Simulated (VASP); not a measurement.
Set up this calculation in VASP 6.6.1, as the native input.

| Property | Result |
| --- | --- |
| Task | single point |
| Functional | PBE |
| Potentials or basis | VASP PAW PBE potentials, release 64 (Bi_d, W_sv) |
| Cutoff | 520 eV |
| k mesh | 6 × 6 × 4 |
| Occupations | gaussian, width 0.1 eV |
| Spin | no spin polarisation |
| Dipole correction | no |
| Further INCAR settings | ALGO = Normal; EDIFF = 1e-07; NBANDS = 22 |

The structure of BiW lies in POSCAR:

```
BiW
1.0
    3.3724850377      0.0000000000      0.0000000000
   -1.6862425188      2.9206577166      0.0000000000
    0.0000000000      0.0000000000      4.2824956519
Bi W
1 1
Direct
    0.6666666667      0.3333333333      0.0000000000
    0.0000000000      0.0000000000      0.5000000000
```

These files were run (other wordings do the same):

INCAR

```
SYSTEM = BiW
PREC = Accurate ; ENCUT = 520
EDIFF = 1E-7 ; ISMEAR = 0
SIGMA = 0.1 ; LREAL = .FALSE.
LASPH = .TRUE. ; NELM = 60
ALGO = Normal ; ISIF = 2
LWAVE = .FALSE. ; LCHARG = .FALSE.
GGA = PE ; NBANDS = 22
```

KPOINTS

```
Automatic mesh
0
G
  6 6 4
  0 0 0
```

Potentials or basis: VASP PAW PBE potentials, release 64 (Bi_d, W_sv).

Run with:

```bash
$ cat potpaw_PBE.64/Bi_d/POTCAR potpaw_PBE.64/W_sv/POTCAR > POTCAR
$ mpirun -np 1 vasp_std > vasp.out
```

Results of the run:

```
Pressure : 0.0 GPa
```

Caveat: the k points lie up to 0.37 Å⁻¹ apart.

Run time: 9.1 s on 1 thread of Intel(R) Xeon(R) 6975P-C (Granite Rapids), with other jobs on the host, peak memory 0.17 GiB.
